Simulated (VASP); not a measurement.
Set up this calculation in VASP 6.6.1, as the native input.

* Task: single point
* Functional: LDA
* Potentials or basis: VASP PAW LDA potentials, release 64 (Zr_sv)
* Cutoff: 520 eV
* k mesh: 12 × 12 × 6
* Occupations: fermi-dirac, width 0.1 eV
* Spin: no spin polarisation
* Dipole correction: no
* Further INCAR settings: ALGO = Normal; EDIFF = 1e-07; NBANDS = 19

The structure of Zr lies in POSCAR:

```
Zr
1.0
    3.1439658570      0.0000000000      0.0000000000
   -1.5719829285      2.7227543008      0.0000000000
    0.0000000000      0.0000000000      5.0894642375
Zr
2
Direct
    0.3333333333      0.6666666667      0.2500000000
    0.6666666667      0.3333333333      0.7500000000
```

The input as run:

INCAR

```
PREC     = Accurate       # precision mode
ENCUT    = 520            # plane-wave cutoff, eV
EDIFF    = 1E-7           # SCF threshold, eV
ISMEAR   = -1             # smearing method
SIGMA    = 0.1            # smearing width, eV
LREAL    = F              # projectors in reciprocal space
LASPH    = T              # aspherical terms in the spheres
NELM     = 80             # most SCF steps
ALGO     = Normal         # electronic algorithm
ISIF     = 2              # what is computed and relaxed
LWAVE    = F              # write WAVECAR
LCHARG   = F              # write CHGCAR
GGA      = CA             # functional
NBANDS   = 19             # bands
```

KPOINTS

```
Automatic mesh
0
Gamma
  12 12 6
```

Potentials or basis: VASP PAW LDA potentials, release 64 (Zr_sv).

Run with:

```bash
$ cat potpaw_LDA.64/Zr_sv/POTCAR > POTCAR
$ mpirun -np 1 vasp_std > vasp.out
```

Results of the run:

```
Pressure               : 0.2 GPa
Band gap on the k mesh : zero (band 12 reaches 10.50 eV, above the bottom of band 13 at 9.34 eV)
```

Wall time 87 s on 1 thread of AMD EPYC 7R13 Processor (Zen 3), on a shared host, peak memory 0.14 GiB.
